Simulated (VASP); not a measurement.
# Ag (Fm-3m) in VASP: a series of runs, part 2 of 2

VASP 6.6.1.

### 3 Single point, LDA

This run uses another cell than the first one, of 16.12 Å³/atom.

The input, INCAR:

```
PREC     = Accurate       # precision mode
ENCUT    = 520            # plane-wave cutoff, eV
EDIFF    = 1E-6           # SCF threshold, eV
ISMEAR   = -1             # smearing method
SIGMA    = 0.1            # smearing width, eV
LREAL    = F              # projectors in reciprocal space
LASPH    = T              # aspherical terms in the spheres
NELM     = 100            # most SCF steps
ALGO     = Normal         # electronic algorithm
ISIF     = 2              # what is computed and relaxed
LWAVE    = F              # write WAVECAR
LCHARG   = F              # write CHGCAR
GGA      = CA             # functional
NBANDS   = 30             # bands
```

The input, KPOINTS:

```
regular mesh
0
Gamma
  5 5 5
```

The input, POSCAR:

```
Ag
1.0
    4.0102170933      0.0000000000      0.0000000000
    0.0000000000      4.0102170933      0.0000000000
    0.0000000000      0.0000000000      4.0102170933
Ag
4
Direct
    0.0000000000      0.0000000000      0.0000000000
    0.0000000000      0.5000000000      0.5000000000
    0.5000000000      0.0000000000      0.5000000000
    0.5000000000      0.5000000000      0.0000000000
```

Potentials or basis: VASP PAW LDA potentials, release 64 (Ag).

On the command line:

```
$ cat potpaw_LDA.64/Ag/POTCAR > POTCAR
$ mpirun -np 1 vasp_std > vasp.out
```

Wall time 18 s (1 thread of Intel Xeon 8259CL, shared host); peak memory 0.15 GiB.

Results (log left out):

```
Free energy            : -15.0424 eV
Pressure               : 0.1 GPa
Band gap on the k mesh : zero (bands 22 and 23 overlap by 1.85 eV)
```

Levels at points of the mesh, in eV from the Fermi level:
```tsv
k point	band 18	band 19	band 20	band 21	band 22	band 23	band 24	band 25	band 26	band 27
(0.00, 0.00, 0.00)	-2.58	-2.58	-2.58	-2.58	1.60	1.60	1.60	7.28	7.28	7.28
```

### 4 Relaxation of cell and atoms, LDA

The input, INCAR:

```
ALGO = Normal
EDIFF = 1E-6
EDIFFG = -0.02
ENCUT = 600
IBRION = 2
ISIF = 3
ISMEAR = -1
LASPH = T
LCHARG = F
LREAL = F
LWAVE = F
NELM = 80
NSW = 80
PREC = Accurate
SIGMA = 0.1
```

The input, KPOINTS:

```
k-points
0
Gamma
  5 5 5
```

The input, POSCAR:

```
Ag
1.0
    3.9980869518      0.0000000000      0.0000000000
    0.0000000000      3.9980869518      0.0000000000
    0.0000000000      0.0000000000      3.9980869518
Ag
4
Direct
    0.0000000000      0.0000000000      0.0000000000
    0.0000000000      0.5000000000      0.5000000000
    0.5000000000      0.0000000000      0.5000000000
    0.5000000000      0.5000000000      0.0000000000
```

Potentials or basis: VASP PAW LDA potentials, release 64 (Ag).

On the command line:

```
$ cat potpaw_LDA.64/Ag/POTCAR > POTCAR
$ mpirun -np 1 vasp_std > vasp.out
```

OUTCAR:

```text
EDIFF = 1E-6
   EDIFFG = -0.02
   ENCUT = 600
   IBRION = 2
   ISIF = 3
   ISMEAR = -1
   LASPH = T
   LREAL = F
   NELM = 80
   NSW = 80
   PREC = Accurate

 ion  position               nearest neighbor table
   1  0.000  0.000  0.000-   2 2.83   3 2.83   4 2.83   2 2.83   3 2.83   2 2.83   4 2.83   2 2.83
                             3 2.83   4 2.83   3 2.83   4 2.83
   2  0.000  0.500  0.500-   1 2.83   3 2.83   4 2.83   1 2.83   4 2.83   1 2.83   3 2.83   1 2.83
                             3 2.83   4 2.83   4 2.83   3 2.83
   3  0.500  0.000  0.500-   1 2.83   2 2.83   4 2.83   1 2.83   4 2.83   2 2.83   4 2.83   4 2.83
                             1 2.83   2 2.83   1 2.83   2 2.83
   4  0.500  0.500  0.000-   1 2.83   2 2.83   3 2.83   2 2.83   3 2.83   1 2.83   3 2.83   3 2.83
                             1 2.83   2 2.83   2 2.83   1 2.83

  LATTYP: Found a simple cubic cell.
 ALAT       =     3.9980869518

  Lattice vectors:

[... 189 lines left out ...]
  -------------------------------------------------------------------------------------
  Total        0.5376716      0.5376716      0.5376716      0.0000000      0.0000000      0.0000000
  in kB       13.4794139     13.4794139     13.4794139      0.0000000      0.0000000      0.0000000
  external PRESSURE =      13.4794139 kB  Pullay stress =       0.0000000 kB
[... 63 lines left out ...]
--------------------------------------- Ionic step        3  -------------------------------------------

 number of electron      44.0000000 magnetization

 Free energy of the ion-electron system (eV)
  ---------------------------------------------------
  ext. energy  EPLUGINS =         0.00000000
  ---------------------------------------------------
  free energy    TOTEN  =       -15.04091225 eV

  energy without entropy =      -14.97296559  energy(sigma->0) =      -15.00693892

 E-fermi :   8.8368     XC(G=0): -12.9087

 val. band max:        8.6962390489   @ k =   0.4000   0.4000   0.2000
 cond. band min:       8.9878927766   @ k =   0.4000   0.4000   0.4000
 fundamental gap:      0.2916537277
 Fermi energy:         8.8368377694

 k-point     1 :       0.0000    0.0000    0.0000
  band No.  band energies     occupation
      1       0.7049      2.00000
      2       2.1567      2.00000
      3       2.1567      2.00000
      4       2.1567      2.00000
      5       2.3166      2.00000
      6       2.3166      2.00000
[... 310 lines left out ...]
  FREE ENERGIE OF THE ION-ELECTRON SYSTEM (eV)
  ---------------------------------------------------
  free  energy   TOTEN  =       -15.0409122479 eV

  energy  without entropy=      -14.9729655871  energy(sigma->0) =      -15.00693892

 reached required accuracy - stopping structural energy minimisation
```

CONTCAR:

```text
Ag
   1.00000000000000
     4.0112113101308156   -0.0000000000000000    0.0000000000000000
     0.0000000000000000    4.0112113101308156   -0.0000000000000000
    -0.0000000000000000    0.0000000000000000    4.0112113101308156
  Ag
     4
Direct
     0.0000000000000000    0.0000000000000000    0.0000000000000000
     0.0000000000000000    0.5000000000000000    0.5000000000000000
     0.5000000000000000    0.0000000000000000    0.5000000000000000
     0.5000000000000000    0.5000000000000000    0.0000000000000000

  0.00000000E+00  0.00000000E+00  0.00000000E+00
  0.00000000E+00  0.00000000E+00  0.00000000E+00
  0.00000000E+00  0.00000000E+00  0.00000000E+00
  0.00000000E+00  0.00000000E+00  0.00000000E+00
```

Wall time 36 s (1 thread of Intel Xeon 8259CL, shared host); peak memory 0.16 GiB.

What came out:

```
Free energy                           : -15.0409 eV
Relaxed volume                        : 16.13 Å³/atom
Relaxed cell                          : a = 4.011 Å, b = 4.011 Å, c = 4.011 Å, α = 90.00°, β = 90.00°, γ = 90.00°
Space group after relaxing (to 0.1 Å) : Fm-3m (No. 225)
Energy gained by relaxing             : 0.7 meV/atom
Ionic steps                           : 3
Pressure after relaxing               : 0.0 GPa
Band gap on the k mesh                : zero (bands 22 and 23 overlap by 1.85 eV)
```

Step by step:
| step | energy change (eV) | largest force (eV/Å) | pressure (GPa) | volume (Å³) |
| --- | --- | --- | --- | --- |
| 1 | 0.0000 | 0.0000 | 1.35 | 63.91 |
| 2 | -0.0002 | 0.0000 | -1.26 | 65.16 |
| 3 | -0.0026 | 0.0000 | 0.00 | 64.54 |

Final structure:
```xyz
4
Lattice="4.0112 0.0000 0.0000 0.0000 4.0112 0.0000 0.0000 0.0000 4.0112" Properties=species:S:1:pos:R:3 pbc="T T T"
Ag    0.0000    0.0000    0.0000
Ag    0.0000    2.0056    2.0056
Ag    2.0056    0.0000    2.0056
Ag    2.0056    2.0056    0.0000
```

### 5 Summary

```tsv
task	cell	k mesh	cutoff (eV)	gap on the mesh (eV)	pressure (GPa)
single point	a = 3.998 Å, 4 atoms	4 × 4 × 4	520	none	0.1
single point	a = 4.010 Å, 4 atoms	5 × 5 × 5	520	none	0.1
relaxation of cell and atoms	relaxed from a = 3.998 Å, 4 atoms	5 × 5 × 5	600	none	0.0
```

Alike in all rows: level LDA; potentials or basis VASP PAW LDA potentials, release 64 (Ag); no spin polarisation; smearing fermi-dirac 0.1 eV.

Caveats: some runs use coarse meshes.

Total energies depend on the potentials used, so only differences within one code and one set of settings carry meaning.
